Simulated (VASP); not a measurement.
# Fe (Fmmm) in VASP: a series of runs

Fe is run at these levels: PBE; tasks: single point.

Program: VASP 6.6.1. These are calculated values, not measurements. Logs are shortened: lines on timing, memory, paths and dates and some standing lists are left out, and cuts for length are marked.

### Step 1. The cell of the first run

Symmetry: Fmmm, No. 69, orthorhombic system. Conventional cell: a = 2.997 Å, b = 3.883 Å, c = 3.930 Å, α = 90.00°, β = 90.00°, γ = 90.00°. Within 3.2 Å of Fe (site symmetry mmm) lie 14 Fe at 2.45 to 3.00 Å.

### Step 2. Single point, PBE, collinear spin, ferromagnetic start

INCAR reads:

```
SYSTEM = Fe
PREC     = Accurate       ! precision mode
ENCUT    = 520            ! plane-wave cutoff, eV
EDIFF    = 1E-7           ! SCF threshold, eV
ISMEAR   = -1             ! smearing method
SIGMA    = 0.05           ! smearing width, eV
LREAL    = .False.        ! projectors in reciprocal space
LASPH    = .True.         ! aspherical terms in the spheres
NELM     = 150            ! most SCF steps
ALGO     = Normal         ! electronic algorithm
ISIF     = 2              ! what is computed and relaxed
LWAVE    = .False.        ! write WAVECAR
LCHARG   = .False.        ! write CHGCAR
ISPIN    = 2              ! spin polarisation
MAGMOM   = 3              ! initial moments
LORBIT   = 11             ! projections on sites
LMAXMIX  = 4              ! l up to which the mixer works
GGA      = PE             ! functional
NBANDS   = 14             ! bands
```

KPOINTS reads:

```
Automatic mesh
0
Gamma
  16 16 16
  0 0 0
```

POSCAR reads:

```
Fe
1.0
    0.0000000000      1.9417396906      1.9651051623
    1.4984397099      0.0000000000      1.9651051623
    1.4984397099      1.9417396906      0.0000000000
Fe
1
Direct
    0.0000000000      0.0000000000      0.0000000000
```

Potentials or basis: VASP PAW PBE potentials, release 64 (Fe).

Command:

```
cat potpaw_PBE.64/Fe/POTCAR > POTCAR
mpirun -np 1 vasp_std > vasp.out
```

OUTCAR:

```text
SYSTEM = Fe
   PREC = Accurate
   ENCUT = 520
   EDIFF = 1E-7
   ISMEAR = -1
   LREAL = .False.
   LASPH = .True.
   NELM = 150
   ISIF = 2
   ISPIN = 2
   LORBIT = 11
   GGA = PE

 ion  position               nearest neighbor table
   1  0.000  0.000  0.000-

  LATTYP: Found a face centered orthorhombic cell.
 ALAT       =     2.9968794198
 B/A-ratio  =     1.2958410524
 C/A-ratio  =     1.3114342535

  Lattice vectors:

 A1 = (   0.0000000000,   1.9417396906,   1.9651051623)
 A2 = (   1.4984397099,   0.0000000000,   1.9651051623)
 A3 = (   1.4984397099,   1.9417396906,   0.0000000000)

Analysis of symmetry for initial positions (statically):
=====================================================================
 Subroutine PRICEL returns:
 Original cell was already a primitive cell.

 Routine SETGRP: Setting up the symmetry group for a
 face centered orthorhombic supercell.

 Subroutine GETGRP returns: Found  8 space group operations
 (whereof  8 operations were pure point group operations)
 out of a pool of  8 trial point group operations.

The static configuration has the point symmetry D_2h.

Analysis of symmetry for dynamics (positions and initial velocities):
=====================================================================
 Subroutine PRICEL returns:
 Original cell was already a primitive cell.

 Routine SETGRP: Setting up the symmetry group for a
 face centered orthorhombic supercell.

 Subroutine GETGRP returns: Found  8 space group operations
 (whereof  8 operations were pure point group operations)
 out of a pool of  8 trial point group operations.

The dynamic configuration has the point symmetry D_2h.

Analysis of structural, dynamic, and magnetic symmetry:
=====================================================================
 Subroutine PRICEL returns:
 Original cell was already a primitive cell.

 Routine SETGRP: Setting up the symmetry group for a
 face centered orthorhombic supercell.

 Subroutine GETGRP returns: Found  8 space group operations
 (whereof  8 operations were pure point group operations)
 out of a pool of  8 trial point group operations.

The overall configuration has the point symmetry D_2h.

 Subroutine INISYM returns: Found  8 space group operations
 (whereof  8 operations are pure point group operations),
 and found     1 'primitive' translations

----------------------------------------------------------------------------------------

                                     Primitive cell

  volume of cell :      11.4353

  direct lattice vectors                    reciprocal lattice vectors
     0.000000000  1.941739691  1.965105162    -0.333680426  0.257501045  0.254439309
     1.498439710  0.000000000  1.965105162     0.333680426 -0.257501045  0.254439309
     1.498439710  1.941739691  0.000000000     0.333680426  0.257501045 -0.254439309

  length of vectors
     2.762605894  2.471226388  2.452687218     0.492329947  0.492329947  0.492329947

  position of ions in fractional coordinates (direct lattice)
     0.000000000  0.000000000  0.000000000

  ion indices of the primitive-cell ions
   primitive index   ion index
                 1           1

----------------------------------------------------------------------------------------

 KPOINTS: Automatic mesh

Automatic generation of k-mesh.
 Grid dimensions read from file:
 generate k-points for:   16   16   16

 Generating k-lattice:

  Cartesian coordinates                     Fractional coordinates (reciprocal lattice)
    -0.020855027  0.016093815  0.015902457     0.062500000  0.000000000  0.000000000
     0.020855027 -0.016093815  0.015902457     0.000000000  0.062500000 -0.000000000
     0.020855027  0.016093815 -0.015902457     0.000000000 -0.000000000  0.062500000

  Length of vectors
     0.030770622  0.030770622  0.030770622

  Shift w.r.t. Gamma in fractional coordinates (k-lattice)
     0.000000000  0.000000000  0.000000000

 Subroutine IBZKPT returns following result:
 ===========================================

 Found    621 irreducible k-points:

 Following reciprocal coordinates:
            Coordinates               Weight
  0.000000  0.000000  0.000000      1.000000
  0.062500 -0.000000 -0.000000      8.000000
  0.125000 -0.000000 -0.000000      8.000000
  0.187500 -0.000000 -0.000000      8.000000
  0.250000 -0.000000 -0.000000      8.000000
  0.312500  0.000000  0.000000      8.000000
[... 16 lines left out ...]
 -0.125000  0.062500  0.000000      8.000000
 -0.062500  0.062500  0.000000      4.000000
 [... further k-points ...]
   k-points           NKPTS =    621   k-points in BZ     NKDIM =    621   number of bands    NBANDS=     14
   number of dos      NEDOS =    301   number of ions     NIONS =      1
   total plane-waves  NPLWV =   7776
   dimension x,y,z NGX =    24 NGY =   18 NGZ =   18
   dimension x,y,z NGXF=    48 NGYF=   36 NGZF=   36
   ions per type =               1
   NGX,Y,Z   is equivalent  to a cutoff of  14.44, 12.11, 12.20 a.u.
   NGXF,Y,Z  is equivalent  to a cutoff of  28.89, 24.22, 24.40 a.u.
 SYSTEM =  Fe
   PREC   = accura    normal or accurate (medium, high low for compatibility)
   ISTART =      0    job   : 0-new  1-cont  2-samecut
   ICHARG =      2    charge: 1-file 2-atom 10-const
   ISPIN  =      2    spin polarized calculation?
   LNONCOLLINEAR =      F non collinear calculations
   LSORBIT =      F    spin-orbit coupling
   LASPH  =      T    aspherical Exc in radial PAW
   ENCUT  =  520.0 eV  38.22 Ry    6.18 a.u.   5.14  4.59  4.56*2*pi/ulx,y,z
   NELM   =    150;   NELMIN=  2; NELMDL= -5     # of ELM steps
   EDIFF  = 0.1E-06   stopping-criterion for ELM
   LREAL  =      F    real-space projection
   EDIFFG = 0.1E-05   stopping-criterion for IOM
   NSW    =      0    number of steps for IOM
   IBRION =     -1    ionic relax: 0-MD 1-quasi-New 2-CG
   NFREE  =      0    steps in history (QN), initial steepest desc. (CG)
   ISIF   =      2    stress and relaxation
   ISYM   =      2    0-nonsym 1-usesym 2-fastsym
   POTIM  = 0.5000    time-step for ionic-motion
   TEBEG  =    0.0;   TEEND  =   0.0 temperature during run
   PSTRESS=    0.0 pullay stress
   NELECT =       8.0000    total number of electrons
   NUPDOWN=      -1.0000    fix difference up-down
   EMIN   =  10.00;   EMAX   =-10.00  energy-range for DOS
   EFERMI =   0.00;   METHOD = LEGACY
   ISMEAR =    -1;   SIGMA  =   0.05  broadening in eV -4-tet -1-fermi 0-gaus
   EFERMI_NEDOS =   21; number of points for ismear=-14 and -15
   IALGO  =     38    algorithm
   IMIX   =      4    mixing-type and parameters
     AMIX     =   0.40;   BMIX     =  1.00
     AMIX_MAG =   1.60;   BMIX_MAG =  1.00
  volume/ion in A,a.u.               =      11.44        77.17
  Fermi-wavevector in a.u.,A,eV,Ry     =   1.453303  2.746344 28.736719  2.112089
  Thomas-Fermi vector in A             =   2.570585
   LORBIT       =     11    0 simple, 1 ext, 2 COOP (PROOUT), +10 PAW based schemes
   GGA     = PE    functional components
   LHFCALC =     F    Hartree Fock is set to
   AEXX    =    0.0000 exact exchange contribution
   IVDW    =     0    specifies the selected vdW correction
   LEPSILON=     F    determine dielectric tensor
   LRPA    =     F    only Hartree local field effects (RPA)
 spin polarized calculation
  energy-cutoff  :      520.00
  volume of cell :       11.44
 maximum number of plane-waves:       337
 NGX is ok and might be reduce to    24
   NGX = 11   NGY =  9   NGZ =  9

 number of electron       8.0000000 magnetization       2.2277522

 Free energy of the ion-electron system (eV)
  ---------------------------------------------------
  ext. energy  EPLUGINS =         0.00000000
  ---------------------------------------------------
  free energy    TOTEN  =        -8.22678564 eV

  energy without entropy =       -8.21739777  energy(sigma->0) =       -8.22209170

 E-fermi :   5.7703     XC(G=0): -13.0778

 val. band max:        5.7699454224   @ k =  -0.1250   0.3125   0.3750
 cond. band min:       5.7717647247   @ k =   0.1875   0.3750   0.0625
 fundamental gap:      0.0018193024
 Fermi energy:         5.7703434077

 spin component 1

 k-point     1 :       0.0000    0.0000    0.0000
  band No.  band energies     occupation
      1      -2.6423      1.00000
      2       3.3211      1.00000
      3       3.4101      1.00000
      4       3.7314      1.00000
      5       4.4326      1.00000
      6       4.8170      1.00000
      7      29.6341      0.00000
      8      31.1066      0.00000
      9      31.3659      0.00000
     10      35.2858      0.00000
     11      36.3559      0.00000
     12      36.6080      0.00000
     13      37.1352      0.00000
     14      37.2257      0.00000
[... 375 lines left out ...]
 k-point    24 :      -0.0625    0.0625    0.0000
  band No.  band energies     occupation
      1      -2.1865      1.00000
      2       3.3657      1.00000
      3       3.3763      1.00000
      4       3.8633      1.00000
      5       4.3353      1.00000
      6       4.7784      1.00000
      7      27.7619      0.00000
      8      29.4116      0.00000
      9      30.9024      0.00000
     10      34.2602      0.00000
     11      34.7684      0.00000
     12      36.4982      0.00000
     13      36.7724      0.00000
     14      38.8669      0.00000

 [... further k-points ...]

 spin component 2

 k-point     1 :       0.0000    0.0000    0.0000
  band No.  band energies     occupation
      1      -2.4648      1.00000
      2       5.1770      0.99999
      3       5.3264      0.99986
      4       5.8286      0.23761
      5       7.0842      0.00000
      6       7.6944      0.00000
      7      29.3554      0.00000
      8      30.9031      0.00000
      9      31.2009      0.00000
     10      35.6414      0.00000
     11      36.3778      0.00000
     12      37.6693      0.00000
     13      37.7893      0.00000
     14      37.8713      0.00000
[... 375 lines left out ...]
 k-point    24 :      -0.0625    0.0625    0.0000
  band No.  band energies     occupation
      1      -2.0061      1.00000
      2       5.2464      0.99997
      3       5.2663      0.99996
      4       5.9487      0.02745
      5       6.9476      0.00000
      6       7.6483      0.00000
      7      27.8482      0.00000
      8      29.5502      0.00000
      9      30.7690      0.00000
     10      34.7376      0.00000
     11      35.3225      0.00000
     12      36.9939      0.00000
     13      37.1417      0.00000
     14      39.5835      0.00000

 [... further k-points ...]

------------------------ aborting loop because EDIFF is reached ----------------------------------------

  FORCE on cell =-STRESS in cart. coord.  units (eV):
  Direction    XX          YY          ZZ          XY          YZ          ZX
  --------------------------------------------------------------------------------------
  -------------------------------------------------------------------------------------
  Total       -0.4117485      0.2234703      0.1058464     -0.0000000      0.0000000      0.0000000
  in kB      -57.6894625     31.3100869     14.8299815     -0.0000000      0.0000000      0.0000000
  external PRESSURE =      -3.8497980 kB  Pullay stress =       0.0000000 kB

 VOLUME and BASIS-vectors are now :
 -----------------------------------------------------------------------------
  energy-cutoff  :      520.00
  volume of cell :       11.44
      direct lattice vectors                 reciprocal lattice vectors
     0.000000000  1.941739691  1.965105162    -0.333680426  0.257501045  0.254439309
     1.498439710  0.000000000  1.965105162     0.333680426 -0.257501045  0.254439309
     1.498439710  1.941739691  0.000000000     0.333680426  0.257501045 -0.254439309

 POSITION                                       TOTAL-FORCE (eV/Angst)
 -----------------------------------------------------------------------------------
      0.00000      0.00000      0.00000         0.000000      0.000000      0.000000
 -----------------------------------------------------------------------------------
    total drift:                               -0.000000      0.000000      0.000000

  FREE ENERGIE OF THE ION-ELECTRON SYSTEM (eV)
  ---------------------------------------------------
  free  energy   TOTEN  =        -8.2267856374 eV

  energy  without entropy=       -8.2173977681  energy(sigma->0) =       -8.22209170

 total charge

# of ion       s       p       d       tot
------------------------------------------
    1        0.486   0.535   6.235   7.256

 magnetization (x)

# of ion       s       p       d       tot
------------------------------------------
    1       -0.013  -0.053   2.291   2.225
```

It took 2.1 min on 1 thread of Intel Xeon 8259CL, shared host; peak memory 0.27 GiB.

Results:

| Quantity | Value |
| --- | --- |
| Free energy | -8.2268 eV |
| Pressure | -0.4 GPa |
| Net moment | 2.23 μB per cell |
| Site moments | Fe +2.23 μB |
| Valence electrons inside the program's atomic spheres | Fe 7.26 |

Stress tensor (GPa, compression positive):
```
-5.77  0.00  0.00
 0.00  3.13  0.00
 0.00  0.00  1.48
```

Caveat: the stress differs along the axes, from -6 to 3 GPa.

(Continued in part 2 of 3.)
